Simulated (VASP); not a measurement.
Crystal: ZnS.

```
Zn S
1.0
     0.00000    2.70200    2.70200
     2.70200    0.00000    2.70200
     2.70200    2.70200    0.00000
Zn S
1 1
Cartesian
  4.0530 4.0530 4.0530
  0.0000 0.0000 0.0000
```

```yaml
Program: VASP 6.6.1
Task: relaxation of cell and atoms
Functional: LDA
Potentials_or_basis: VASP PAW LDA potentials, release 64 (Zn, S)
Cutoff: 600 eV
k_mesh: 6 × 6 × 6, shifted
Occupations: gaussian, width 0.01 eV
Spin: no spin polarisation
```

At the start: pressure -4.3 GPa; volume 19.73 Å³/atom.

**Question.** How do energy, volume and symmetry change on relaxing?

**Answer.** Over 5 steps the energy falls by 15.7 meV/atom and the volume is 18.63 Å³/atom (-5.5 %); space group F-43m (No. 216, to 0.05 Å).

Step by step:
```csv
step,energy change (eV),largest force (eV/Å),pressure (GPa),volume (Å³)
1,0.0000,0.0000,-4.27,39.45
2,-0.0275,0.0000,1.77,36.53
3,-0.0314,0.0000,-0.14,37.24
4,-0.0314,0.0000,0.12,37.19
5,-0.0314,0.0000,0.01,37.26
```

Final structure:
```xyz
2
Lattice="0.0000 2.6511 2.6511 2.6511 0.0000 2.6511 2.6511 2.6511 0.0000" Properties=species:S:1:pos:R:3 pbc="T T T"
Zn    3.9766    3.9766    3.9766
S     2.6511    5.3022    2.6511
```
